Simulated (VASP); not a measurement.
# Zn (Im-3m) in VASP: notebook

Zn is run at these levels: PBEsol; tasks: relaxation of cell and atoms.

Program: VASP 6.6.1. These are calculated values, not measurements. Logs are shortened: lines on timing, memory, paths and dates and some standing lists are left out, and cuts for length are marked.

## Step 1: The cell of the first run

Symmetry: Im-3m, No. 229, cubic system. Conventional cell: a = 3.138 Å, b = 3.138 Å, c = 3.138 Å, α = 90.00°, β = 90.00°, γ = 90.00°. Zn (site symmetry m-3m) has 14 Zn at 2.72 to 3.14 Å within 3.6 Å.

## Step 2: Relaxation of cell and atoms, PBEsol, target pressure 5 GPa, at which the enthalpy is minimised

The input, INCAR:

```
  PREC = Accurate
  ENCUT = 600
  EDIFF = 1E-7
  ISMEAR = -1
  SIGMA = 0.05
  LREAL = F
  LASPH = T
  NELM = 100
  ALGO = Normal
  ISIF = 3
  LWAVE = F
  LCHARG = F
  GGA = PS
  IBRION = 2
  NSW = 60
  EDIFFG = -0.01
  PSTRESS = 50.0
```

The input, KPOINTS:

```
regular mesh
0
Gamma
  12 12 12
```

The input, POSCAR:

```
Zn
1.0
   -1.5690370000      1.5690370000      1.5690370000
    1.5690370000     -1.5690370000      1.5690370000
    1.5690370000      1.5690370000     -1.5690370000
Zn
1
Direct
    0.0000000000      0.0000000000      0.0000000000
```

Potentials or basis: VASP PAW PBE potentials, release 64 (Zn).

Run with:

```console
cat potpaw_PBE.64/Zn/POTCAR > POTCAR
mpirun -np 1 vasp_std > vasp.out
```

OUTCAR:

```text
PREC = Accurate
   ENCUT = 600
   EDIFF = 1E-7
   ISMEAR = -1
   LREAL = F
   LASPH = T
   NELM = 100
   ISIF = 3
   GGA = PS
   IBRION = 2
   NSW = 60
   EDIFFG = -0.01
   PSTRESS = 50.0

 ion  position               nearest neighbor table
   1  0.000  0.000  0.000-

  LATTYP: Found a body centered cubic cell.
 ALAT       =     3.1380740000

  Lattice vectors:

 A1 = (  -1.5690370000,   1.5690370000,   1.5690370000)
 A2 = (   1.5690370000,  -1.5690370000,   1.5690370000)
 A3 = (   1.5690370000,   1.5690370000,  -1.5690370000)

Analysis of symmetry for initial positions (statically):
=====================================================================
 Subroutine PRICEL returns:
 Original cell was already a primitive cell.

 Routine SETGRP: Setting up the symmetry group for a
 body centered cubic supercell.

 Subroutine GETGRP returns: Found 48 space group operations
 (whereof 48 operations were pure point group operations)
 out of a pool of 48 trial point group operations.

The static configuration has the point symmetry O_h .

Analysis of symmetry for dynamics (positions and initial velocities):
=====================================================================
 Subroutine PRICEL returns:
 Original cell was already a primitive cell.

 Routine SETGRP: Setting up the symmetry group for a
 body centered cubic supercell.

 Subroutine GETGRP returns: Found 48 space group operations
 (whereof 48 operations were pure point group operations)
 out of a pool of 48 trial point group operations.

The dynamic configuration has the point symmetry O_h .

 Subroutine INISYM returns: Found 48 space group operations
 (whereof 48 operations are pure point group operations),
 and found     1 'primitive' translations

----------------------------------------------------------------------------------------

                                     Primitive cell

  volume of cell :      15.4511

  direct lattice vectors                    reciprocal lattice vectors
    -1.569037000  1.569037000  1.569037000     0.000000000  0.318666800  0.318666800
[... 87 lines left out ...]
   NSW    =     60    number of steps for IOM
   IBRION =      2    ionic relax: 0-MD 1-quasi-New 2-CG
   NFREE  =      1    steps in history (QN), initial steepest desc. (CG)
   ISIF   =      3    stress and relaxation
   ISYM   =      2    0-nonsym 1-usesym 2-fastsym
   POTIM  = 0.5000    time-step for ionic-motion
   TEBEG  =    0.0;   TEEND  =   0.0 temperature during run
   PSTRESS=   50.0 pullay stress
   NELECT =      12.0000    total number of electrons
   NUPDOWN=      -1.0000    fix difference up-down
   EMIN   =  10.00;   EMAX   =-10.00  energy-range for DOS
   EFERMI =   0.00;   METHOD = LEGACY
   ISMEAR =    -1;   SIGMA  =   0.05  broadening in eV -4-tet -1-fermi 0-gaus
   EFERMI_NEDOS =   21; number of points for ismear=-14 and -15
   IALGO  =     38    algorithm
   IMIX   =      4    mixing-type and parameters
     AMIX     =   0.40;   BMIX     =  1.00
     AMIX_MAG =   1.60;   BMIX_MAG =  1.00
  volume/ion in A,a.u.               =      15.45       104.27
  Fermi-wavevector in a.u.,A,eV,Ry     =   1.504811  2.843681 30.809811  2.264457
  Thomas-Fermi vector in A             =   2.615742
   LORBIT       =      0    0 simple, 1 ext, 2 COOP (PROOUT), +10 PAW based schemes
   GGA     = PS    functional components
   LHFCALC =     F    Hartree Fock is set to
   AEXX    =    0.0000 exact exchange contribution
   IVDW    =     0    specifies the selected vdW correction
   LEPSILON=     F    determine dielectric tensor
   LRPA    =     F    only Hartree local field effects (RPA)
 conjugate gradient relaxation of ions
 non-spin polarized calculation
  energy-cutoff  :      600.00
  volume of cell :       15.45
 maximum number of plane-waves:       533
 NGX is ok and might be reduce to    24
   NGX = 11   NGY = 11   NGZ = 11

--------------------------------------- Ionic step        1  -------------------------------------------

 number of electron      11.9999995 magnetization

 Free energy of the ion-electron system (eV)
  ---------------------------------------------------
  ext. energy  EPLUGINS =         0.00000000
  ---------------------------------------------------
  free energy    TOTEN  =        -1.46934015 eV

  energy without entropy =       -1.46569330  energy(sigma->0) =       -1.46751672

------------------------ aborting loop because EDIFF is reached ----------------------------------------

  FORCE on cell =-STRESS in cart. coord.  units (eV):
  Direction    XX          YY          ZZ          XY          YZ          ZX
  --------------------------------------------------------------------------------------
  -------------------------------------------------------------------------------------
  Total       -0.4771517     -0.4771517     -0.4771517      0.0000000      0.0000000     -0.0000000
  in kB      -49.4774762    -49.4774762    -49.4774762      0.0000000      0.0000000     -0.0000000
  external PRESSURE =     -99.4774762 kB  Pullay stress =      50.0000000 kB
[... 61 lines left out ...]
--------------------------------------- Ionic step        3  -------------------------------------------

 number of electron      12.0000002 magnetization

 Free energy of the ion-electron system (eV)
  ---------------------------------------------------
  ext. energy  EPLUGINS =         0.00000000
  ---------------------------------------------------
  free energy    TOTEN  =        -1.47784347 eV

  energy without entropy =       -1.47467509  energy(sigma->0) =       -1.47625928

 E-fermi :   3.9871     XC(G=0): -12.3168

 val. band max:        3.7635630672   @ k =   0.3333   0.2500   0.0833
 cond. band min:       3.9984801982   @ k =   0.4167   0.0833   0.0000
 fundamental gap:      0.2349171311
 Fermi energy:         3.9871012369

 k-point     1 :       0.0000    0.0000    0.0000
  band No.  band energies     occupation
      1      -7.5501      2.00000
      2      -4.2393      2.00000
      3      -4.2393      2.00000
      4      -4.2393      2.00000
      5      -3.6113      2.00000
      6      -3.6113      2.00000
      7      25.0354      0.00000
      8      25.0354      0.00000
      9      25.0354      0.00000
     10      25.7518      0.00000
[... 287 lines left out ...]
 k-point    24 :       0.4167    0.0833    0.0833
  band No.  band energies     occupation
      1      -4.9367      2.00000
      2      -4.6253      2.00000
      3      -3.6221      2.00000
      4      -3.5640      2.00000
      5      -3.5217      2.00000
      6       1.4926      2.00000
      7       3.4128      1.99998
      8      13.2586      0.00000
      9      13.7412      0.00000
     10      24.7319      0.00000

 [... further k-points ...]
[... 5 lines left out ...]
  --------------------------------------------------------------------------------------
  -------------------------------------------------------------------------------------
  Total        0.4289064      0.4289064      0.4289064     -0.0000000     -0.0000000     -0.0000000
  in kB       50.5401193     50.5401193     50.5401193     -0.0000000     -0.0000000     -0.0000000
  external PRESSURE =       0.5401193 kB  Pullay stress =      50.0000000 kB
[... 20 lines left out ...]
  energy  without entropy=       -1.4746750888  energy(sigma->0) =       -1.47625928

  enthalpy is  TOTEN    =        -1.0535207357 eV   P V=        0.4243227379

 reached required accuracy - stopping structural energy minimisation
```

OSZICAR:

```text
N       E                     dE             d eps       ncg     rms          rms(c)
DAV:   1     0.373126280766E+02    0.37313E+02   -0.75972E+03  1456   0.211E+03
DAV:   2    -0.898158445137E+00   -0.38211E+02   -0.35831E+02  1454   0.214E+02
DAV:   3    -0.159915421063E+01   -0.70100E+00   -0.70019E+00  1632   0.322E+01
[... 24 lines left out ...]
DAV:   3    -0.147908417244E+01    0.30107E-02   -0.11683E-03  1538   0.635E-01    0.240E-01
DAV:   4    -0.147783899052E+01    0.12452E-02   -0.41885E-04  1972   0.347E-01    0.762E-03
DAV:   5    -0.147784234918E+01   -0.33587E-05   -0.10944E-05  1482   0.392E-02    0.405E-03
DAV:   6    -0.147784347016E+01   -0.11210E-05   -0.25065E-07  1056   0.921E-03    0.444E-04
DAV:   7    -0.147784347354E+01   -0.33785E-08   -0.47656E-08   784   0.244E-03
   3 F= -.10535207E+01 E0= -.10519365E+01  d E =-.663714E-01
```

It took 14 s on 1 thread of Intel Xeon Platinum 8375C at 2.90GHz (Ice Lake), shared host; peak memory 0.15 GiB.

Results:

```yaml
Free_energy: -1.4778 eV
Relaxed_volume: 13.60 Å³/atom
Relaxed_cell: a = 2.604 Å, b = 2.604 Å, c = 2.604 Å, α = 109.47°, β = 109.47°, γ = 109.47°
Space_group_after_relaxing_to_0.05_Å: Im-3m (No. 229)
Energy_change_on_relaxing_the_enthalpy_is_what_falls: -8.5 meV/atom
Ionic_steps: 3
Pressure_after_relaxing: 5.1 GPa
Band_gap_on_the_k_mesh: zero (band 6 reaches 8.27 eV, above the bottom of band 7 at 3.13 eV)
```

The path:
| step | energy change (eV) | largest force (eV/Å) | pressure (GPa) | volume (Å³) |
| --- | --- | --- | --- | --- |
| 1 | 0.0000 | 0.0000 | -4.95 | 15.45 |
| 2 | -0.0014 | 0.0000 | 6.69 | 13.40 |
| 3 | -0.0085 | 0.0000 | 5.05 | 13.60 |

Final structure:
```
Zn
1.0
    -1.50358    1.50358    1.50358
     1.50358   -1.50358    1.50358
     1.50358    1.50358   -1.50358
Zn
1
Direct
  0.00000 0.00000 0.00000
```

Caveat: the cell is relaxed towards a set pressure, so the enthalpy falls and the energy may rise; the PAW data sets were made with another functional, which shifts forces and pressure a little.

## Step 3: Relaxation of cell and atoms, PBEsol, target pressure 10 GPa, at which the enthalpy is minimised

The input, INCAR:

```
SYSTEM = Zn
PREC = Accurate
ENCUT = 600
EDIFF = 1E-6
ISMEAR = -1
SIGMA = 0.05
LREAL = .FALSE.
LASPH = .TRUE.
NELM = 100
ALGO = Fast
ISIF = 3
LWAVE = .FALSE.
LCHARG = .FALSE.
GGA = PS
IBRION = 2
NSW = 60
EDIFFG = -0.01
PSTRESS = 100.0
```

The input, KPOINTS:

```
regular mesh
0
G
  12 12 12
  0 0 0
```

POSCAR is that of step 2.

Potentials or basis: VASP PAW PBE potentials, release 64 (Zn).

Run with:

```console
cat potpaw_PBE.64/Zn/POTCAR > POTCAR
mpirun -np 1 vasp_std > vasp.out
```

It took 18 s on 1 thread of Intel Xeon Platinum 8375C at 2.90GHz (Ice Lake), shared host; peak memory 0.15 GiB.

It converged, with:

* Free energy: -1.4542 eV
* Relaxed volume: 13.08 Å³/atom
* Relaxed cell: a = 2.571 Å, b = 2.571 Å, c = 2.571 Å, α = 109.47°, β = 109.47°, γ = 109.47°
* Space group after relaxing (to 0.05 Å): Im-3m (No. 229)
* Energy change on relaxing (the enthalpy is what falls): +15.1 meV/atom
* Ionic steps: 4
* Pressure after relaxing: 9.9 GPa
* Band gap on the k mesh: zero (band 6 reaches 8.66 eV, above the bottom of band 7 at 3.54 eV)

The path:
| step | energy change (eV) | largest force (eV/Å) | pressure (GPa) | volume (Å³) |
| --- | --- | --- | --- | --- |
| 1 | 0.0000 | 0.0000 | -4.93 | 15.45 |
| 2 | 0.0666 | 0.0000 | 16.74 | 12.45 |
| 3 | 0.0180 | 0.0000 | 10.36 | 13.03 |
| 4 | 0.0151 | 0.0000 | 9.91 | 13.08 |

Final structure:
```xyz
1
Lattice="-1.4842 1.4842 1.4842 1.4842 -1.4842 1.4842 1.4842 1.4842 -1.4842" Properties=species:S:1:pos:R:3 pbc="T T T"
Zn    0.0000    0.0000    0.0000
```

Levels at points of the mesh, in eV from the Fermi level:
| k point | band 4 | band 5 | band 6 | band 7 | band 8 | band 9 |
| --- | --- | --- | --- | --- | --- | --- |
| (0.00, 0.00, 0.00) | -8.43 | -7.75 | -7.75 | 21.71 | 21.71 | 21.71 |
| (0.50, 0.00, 0.00) | -7.71 | -7.31 | -3.55 | -0.83 | 12.54 | 13.66 |
| (0.50, 0.50, 0.50) | -7.41 | -7.41 | 4.30 | 4.30 | 4.30 | 9.06 |

Caveat: the cell is relaxed towards a set pressure, so the enthalpy falls and the energy may rise; the volume moved by over 15 % at a fixed basis, so the end points are rough; the PAW data sets were made with another functional, which shifts forces and pressure a little.

## Step 4: Relaxation of cell and atoms, PBEsol, target pressure 20 GPa, at which the enthalpy is minimised

The input, INCAR:

```
ALGO     = Normal         # electronic algorithm
EDIFF    = 1E-6           # SCF threshold, eV
EDIFFG   = -0.01          # ionic threshold
ENCUT    = 600            # plane-wave cutoff, eV
GGA      = PS             # functional
IBRION   = 2              # ionic algorithm
ISIF     = 3              # what is computed and relaxed
ISMEAR   = -1             # smearing method
LASPH    = True           # aspherical terms in the spheres
LCHARG   = False          # write CHGCAR
LREAL    = False          # projectors in reciprocal space
LWAVE    = False          # write WAVECAR
NELM     = 100            # most SCF steps
NSW      = 60             # ionic steps
PREC     = Accurate       # precision mode
PSTRESS  = 200.0        
SIGMA    = 0.05           # smearing width, eV
```

The input, KPOINTS:

```
k-points
0
Gamma
  12 12 12
```

POSCAR is that of step 3.

Potentials or basis: VASP PAW PBE potentials, release 64 (Zn).

Run with:

```console
cat potpaw_PBE.64/Zn/POTCAR > POTCAR
mpirun -np 1 vasp_std > vasp.out
```

OUTCAR:

```text
EDIFF = 1E-6
   EDIFFG = -0.01
   ENCUT = 600
   GGA = PS
   IBRION = 2
   ISIF = 3
   ISMEAR = -1
   LASPH = True
   LREAL = False
   NELM = 100
   NSW = 60
   PREC = Accurate
   PSTRESS = 200.0

 ion  position               nearest neighbor table
   1  0.000  0.000  0.000-

  LATTYP: Found a body centered cubic cell.
 ALAT       =     3.1380740000

  Lattice vectors:

 A1 = (  -1.5690370000,   1.5690370000,   1.5690370000)
 A2 = (   1.5690370000,  -1.5690370000,   1.5690370000)
 A3 = (   1.5690370000,   1.5690370000,  -1.5690370000)

Analysis of symmetry for initial positions (statically):
=====================================================================
 Subroutine PRICEL returns:
 Original cell was already a primitive cell.

 Routine SETGRP: Setting up the symmetry group for a
 body centered cubic supercell.

[... 209 lines left out ...]
 Fermi energy:         6.6484204379

 k-point     1 :       0.0000    0.0000    0.0000
  band No.  band energies     occupation
      1      -7.7071      2.00000
      2      -3.0149      2.00000
      3      -3.0149      2.00000
      4      -3.0149      2.00000
      5      -2.0696      2.00000
      6      -2.0696      2.00000
      7      30.2458      0.00000
      8      30.2458      0.00000
      9      30.2458      0.00000
     10      32.2292      0.00000
[... 409 lines left out ...]
--------------------------------------- Ionic step        5  -------------------------------------------

 number of electron      12.0000007 magnetization

 Free energy of the ion-electron system (eV)
  ---------------------------------------------------
  ext. energy  EPLUGINS =         0.00000000
  ---------------------------------------------------
  free energy    TOTEN  =        -1.37687874 eV

  energy without entropy =       -1.37423529  energy(sigma->0) =       -1.37555702

 E-fermi :   5.0446     XC(G=0): -12.9164

 val. band max:        4.9773375267   @ k =  -0.4167  -0.4167   0.1667
 cond. band min:       5.1148518873   @ k =   0.4167   0.0833   0.0000
 fundamental gap:      0.1375143606
 Fermi energy:         5.0446338961

 k-point     1 :       0.0000    0.0000    0.0000
  band No.  band energies     occupation
      1      -7.6314      2.00000
      2      -3.7299      2.00000
      3      -3.7299      2.00000
      4      -3.7299      2.00000
      5      -2.9763      2.00000
      6      -2.9763      2.00000
      7      27.6459      0.00000
      8      27.6459      0.00000
      9      27.6459      0.00000
     10      28.0005      0.00000
[... 331 lines left out ...]
  energy  without entropy=       -1.3742352937  energy(sigma->0) =       -1.37555702

  enthalpy is  TOTEN    =         0.1488915997 eV   P V=        1.5257703411

 reached required accuracy - stopping structural energy minimisation
```

It took 20 s on 1 thread of Intel Xeon Platinum 8375C at 2.90GHz (Ice Lake), shared host; peak memory 0.15 GiB.

Results:

```yaml
Free_energy: -1.3769 eV
Relaxed_volume: 12.22 Å³/atom
Relaxed_cell: a = 2.513 Å, b = 2.513 Å, c = 2.513 Å, α = 109.47°, β = 109.47°, γ = 109.47°
Space_group_after_relaxing_to_0.05_Å: Im-3m (No. 229)
Energy_change_on_relaxing_the_enthalpy_is_what_falls: +92.5 meV/atom
Ionic_steps: 5
Pressure_after_relaxing: 19.9 GPa
Band_gap_on_the_k_mesh: zero (band 6 reaches 9.39 eV, above the bottom of band 7 at 4.29 eV)
```

Step by step:
```tsv
step	energy change (eV)	largest force (eV/Å)	pressure (GPa)	volume (Å³)
1	0.0000	0.0000	-4.95	15.45
2	0.4264	0.0000	52.93	10.67
3	0.0873	0.0000	19.32	12.26
4	0.0946	0.0000	20.13	12.21
5	0.0925	0.0000	19.88	12.22
```

Final structure:
```
Zn
1.0
    -1.45112    1.45112    1.45112
     1.45112   -1.45112    1.45112
     1.45112    1.45112   -1.45112
Zn
1
Direct
  0.00000 0.00000 0.00000
```

Caveat: the cell is relaxed towards a set pressure, so the enthalpy falls and the energy may rise; the volume moved by over 15 % at a fixed basis, so the end points are rough; the PAW data sets were made with another functional, which shifts forces and pressure a little.

## Step 5: Relaxation of cell and atoms, PBEsol, target pressure 30 GPa, at which the enthalpy is minimised

The input, INCAR:

```
  PREC = Accurate
  ENCUT = 600
  EDIFF = 1E-6
  ISMEAR = -1
  SIGMA = 0.05
  LREAL = F
  LASPH = T
  NELM = 100
  ALGO = Fast
  ISIF = 3
  LWAVE = F
  LCHARG = F
  GGA = PS
  IBRION = 2
  NSW = 60
  EDIFFG = -0.01
  PSTRESS = 300.0
```

The input, KPOINTS:

```
regular mesh
0
Gamma
  12 12 12
```

POSCAR is that of step 4.

Run with:

```console
cat potpaw_PBE.64/Zn/POTCAR > POTCAR
mpirun -np 1 vasp_std > vasp.out
```

Run time: 66 s. Hardware: 1 thread of Intel Xeon Platinum 8375C at 2.90GHz (Ice Lake), shared host; peak memory 0.16 GiB.

Results (log left out):

```
Free energy                                            : -1.2817 eV
Relaxed volume                                         : 11.61 Å³/atom
Relaxed cell                                           : a = 2.471 Å, b = 2.471 Å, c = 2.471 Å, α = 109.47°, β = 109.47°, γ = 109.47°
Space group after relaxing (to 0.05 Å)                 : Im-3m (No. 229)
Energy change on relaxing (the enthalpy is what falls) : +187.7 meV/atom
Ionic steps                                            : 11
Pressure after relaxing                                : 30.1 GPa
Band gap on the k mesh                                 : zero (band 6 reaches 9.97 eV, above the bottom of band 7 at 4.90 eV)
```

Step by step:
```tsv
step	energy change (eV)	largest force (eV/Å)	pressure (GPa)	volume (Å³)
1	0.0000	0.0000	-4.93	15.45
2	11.8176	0.0000	245.62	9.08
3	2.3122	0.0000	16.18	13.88
4	-0.0011	0.0000	6.81	13.39
5	0.3018	0.0000	41.23	11.10
6	0.1665	0.0000	27.74	11.72
7	0.1868	0.0000	29.54	11.61
8	0.2001	0.0000	31.17	11.54
9	0.1758	0.0000	29.35	11.67
10	0.1840	0.0000	29.65	11.63
11	0.1877	0.0000	30.06	11.61
```

Final structure:
```
CELL_PARAMETERS angstrom
-1.42636 1.42636 1.42636
1.42636 -1.42636 1.42636
1.42636 1.42636 -1.42636
ATOMIC_POSITIONS crystal
Zn 0.00000 0.00000 0.00000
```

Levels at points of the mesh, in eV from the Fermi level:
| k point | band 4 | band 5 | band 6 | band 7 | band 8 | band 9 |
| --- | --- | --- | --- | --- | --- | --- |
| (0.00, 0.00, 0.00) | -9.08 | -8.26 | -8.26 | 22.99 | 22.99 | 23.93 |
| (0.50, 0.00, 0.00) | -8.19 | -7.70 | -4.32 | -0.71 | 13.54 | 14.34 |
| (0.50, 0.50, 0.50) | -7.84 | -7.84 | 4.36 | 4.36 | 4.36 | 9.43 |

Caveat: the cell is relaxed towards a set pressure, so the enthalpy falls and the energy may rise; the volume moved by over 15 % at a fixed basis, so the end points are rough; the PAW data sets were made with another functional, which shifts forces and pressure a little.

## Step 6: Summary

```tsv
cell	gap on the mesh (eV)	pressure (GPa)
relaxed to 5 GPa	none	5.1
relaxed to 10 GPa	none	9.9
relaxed to 20 GPa	none	19.9
relaxed to 30 GPa	none	30.1
```

Alike in all rows: task relaxation of cell and atoms; level PBEsol; potentials or basis VASP PAW PBE potentials, release 64 (Zn); no spin polarisation; k mesh 12 × 12 × 12; cutoff (eV) 600; smearing fermi-dirac 0.05 eV.

Caveats: the cell is relaxed towards a set pressure, so the enthalpy falls and the energy may rise; the PAW data sets were made with another functional, which shifts forces and pressure a little; the volume moved by over 15 % at a fixed basis, so the end points are rough (some runs).

Total energies depend on the potentials used, so only differences within one code and one set of settings carry meaning.
